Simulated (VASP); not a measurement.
## MgZn2O4: single point with PBEsol

MgZn2O4:

```xyz
7
Lattice="2.7141 0.0563 0.0290 1.4452 4.6665 -0.0211 0.0772 1.0461 5.0892" Properties=species:S:1:pos:R:3 pbc="T T T"
Mg    2.0797    2.3614    0.0039
Zn    2.1266    1.0803    3.7072
Zn    2.1101    4.6886    1.3898
O     3.3890    3.6506    0.7194
O     2.0741    4.5390    3.5481
O     0.8476    2.1184    4.3777
O     2.1625    1.2299    1.5490
```

This cell differs from its parent crystal: Mn replaced by Zn, lengths x 0.970, strained.

```yaml
Program: VASP 6.6.1
Task: single point
Functional: PBEsol
Potentials_or_basis: VASP PAW PBE potentials, release 64 (Mg_sv, Zn, O)
Cutoff: 750 eV
k_mesh: 8 × 4 × 4
Occupations: gaussian, width 0.1 eV
Spin: collinear spin, ferromagnetic start
Starting_moments: "[0.0, 0.0, 0.0, 1.0, 1.0, 1.0, 1.0] μB"
```

| Property | Result |
| --- | --- |
| Pressure | 45.7 GPa |
| Largest force | 5.141 eV/Å |
| Net moment | 1.54 μB per cell |
| Site moments | Mg +0.01; Zn +0.18; O +0.23, +0.29 (each value once) μB |
| Valence electrons inside the program's atomic spheres | Mg 8.19; Zn 11.31; O 5.08, 5.07 (each value once) |

Forces on the atoms (eV/Å):
```
Mg   0.000  0.000  0.000
Zn  -2.077  2.138 -0.103
Zn   2.077 -2.138  0.103
O    1.106 -1.668  0.128
O    3.008 -3.518 -2.239
O   -1.106  1.668 -0.128
O   -3.008  3.518  2.239
```

Stress tensor (GPa, compression positive):
```
 59.44 -21.18  -3.89
-21.18  52.64   8.65
 -3.89   8.65  25.02
```

Levels at points of the mesh, in eV from the Fermi level:
Spin up:
```tsv
k point	band 28	band 29	band 30	band 31	band 32	band 33
(0.00, 0.00, 0.00)	-0.32	-0.10	0.25	4.79	7.68	9.83
(0.50, 0.00, 0.00)	-1.05	-0.37	-0.18	8.93	9.80	10.32
(0.00, 0.50, 0.00)	-0.71	0.06	0.44	6.63	6.74	9.20
(0.50, 0.50, 0.00)	-1.05	-0.54	-0.23	8.87	9.79	10.23
(0.00, 0.00, 0.50)	-0.98	-0.16	0.23	6.69	7.41	9.73
(0.50, 0.00, 0.50)	-0.81	-0.46	-0.08	7.75	8.94	9.34
(0.00, 0.50, 0.50)	-1.08	0.00	0.44	7.47	7.87	9.44
(0.50, 0.50, 0.50)	-0.87	-0.36	-0.25	8.02	8.71	9.52
```
Spin down:
```
           k point  band 26  band 27  band 28  band 29  band 30  band 31
(0.00, 0.00, 0.00)    -0.57    -0.46     0.13     0.46     0.79     4.98
(0.50, 0.00, 0.00)    -1.83    -1.06    -0.71     0.28     0.47     9.08
(0.00, 0.50, 0.00)    -0.79    -0.55    -0.34     0.62     1.00     6.79
(0.50, 0.50, 0.00)    -1.77    -1.15    -0.70     0.07     0.40     9.02
(0.00, 0.00, 0.50)    -1.43    -0.89    -0.51     0.37     0.80     6.93
(0.50, 0.00, 0.50)    -1.42    -0.72    -0.46     0.18     0.58     7.82
(0.00, 0.50, 0.50)    -1.43    -0.94    -0.71     0.54     1.02     7.72
(0.50, 0.50, 0.50)    -1.58    -0.99    -0.53     0.21     0.40     8.11
```

Wall time 5.2 min on 1 thread of AMD EPYC 9R45 96-Core Processor (Zen 5), with other jobs on the host, peak memory 0.55 GiB.

Caveat: the cell differs from its parent crystal (Mn replaced by Zn, lengths x 0.970, strained); the cell stands under pressure; the PAW data sets were made with another functional, which shifts forces and pressure a little.
